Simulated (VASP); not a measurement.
**Ca: single point with PBE**

Crystal: Ca.

```
CELL_PARAMETERS angstrom
-2.19427 2.19427 2.19427
2.19427 -2.19427 2.19427
2.19427 2.19427 -2.19427
ATOMIC_POSITIONS crystal
Ca 0.00000 0.00000 0.00000
```

This cell differs from its parent crystal: volume scaled by 0.94.

```json
{"Program": "VASP 6.6.1", "Task": "single point", "Functional": "PBE", "Potentials or basis": "VASP PAW PBE potentials, release 64 (Ca_sv)", "Cutoff": "520 eV", "k mesh": "8 × 8 × 8", "Occupations": "fermi-dirac, width 0.05 eV", "Spin": "no spin polarisation", "Dipole correction": "no", "Further INCAR settings": "ALGO = Fast; EDIFF = 1e-06; NBANDS = 11"}
```

| Quantity | Value |
| --- | --- |
| Pressure | 0.0 GPa |
| Band gap on the k mesh | zero (band 5 reaches 2.35 eV, above the bottom of band 6 at 1.97 eV) |

Levels at points of the mesh, in eV from the Fermi level:
```
           k point  band 1  band 2  band 3  band 4  band 5  band 6  band 7  band 8  band 9  band 10
(0.00, 0.00, 0.00)  -42.04  -22.95  -22.95  -22.95   -4.05    2.31    2.31    2.31    3.37     3.37
(0.50, 0.00, 0.00)  -42.02  -23.09  -23.00  -22.95   -0.88   -0.01    1.36    3.27    3.64     4.40
(0.50, 0.50, 0.50)  -42.01  -23.06  -23.06  -23.06    0.07    0.07    3.94    3.94    3.94     4.17
```

Wall time 6 s on 1 thread of Intel(R) Xeon(R) 6975P-C (Granite Rapids) (shared host), peak memory 0.15 GiB.
